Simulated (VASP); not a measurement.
## NaI: single point with PBE

Crystal: NaI.

```
Na I
1.0
     0.00000    3.23640    3.23640
     3.23640    0.00000    3.23640
     3.23640    3.23640    0.00000
Na I
1 1
Direct
  0.00000 0.00000 0.00000
  0.50000 0.50000 0.50000
```

| Property | Result |
| --- | --- |
| Program | VASP 6.6.1 |
| Task | single point |
| Functional | PBE |
| Potentials or basis | VASP PAW PBE potentials, release 64 (Na_pv, I) |
| Cutoff | 520 eV |
| k mesh | 8 × 8 × 8 |
| Occupations | fermi-dirac, width 0.02 eV |
| Spin | no spin polarisation |
| Dipole correction | no |
| Further INCAR settings | ALGO = Normal; EDIFF = 1e-06; NBANDS = 14 |

* Pressure: 0.4 GPa
* Band gap on the k mesh: 3.64 eV

Levels at points of the mesh, in eV from the valence-band top:
```csv
k point,band 4,band 5,band 6,band 7,band 8,band 9,band 10,band 11
"(0.00, 0.00, 0.00)",-11.02,0.00,0.00,0.00,3.64,7.93,7.93,7.93
"(0.50, 0.00, 0.00)",-10.70,-2.18,-0.28,-0.28,5.09,7.44,7.44,8.73
"(0.50, 0.50, 0.00)",-10.63,-1.90,-0.74,-0.74,4.49,5.55,9.87,11.30
```

It took 12 s on 1 thread of Intel(R) Xeon(R) Platinum 8488C (Sapphire Rapids), with other jobs on the host, peak memory 0.21 GiB.

Caveat: spin-orbit coupling is left out, which moves the levels of the heavy elements. A hybrid or GW would open this gap; PBE tends to underestimate it.
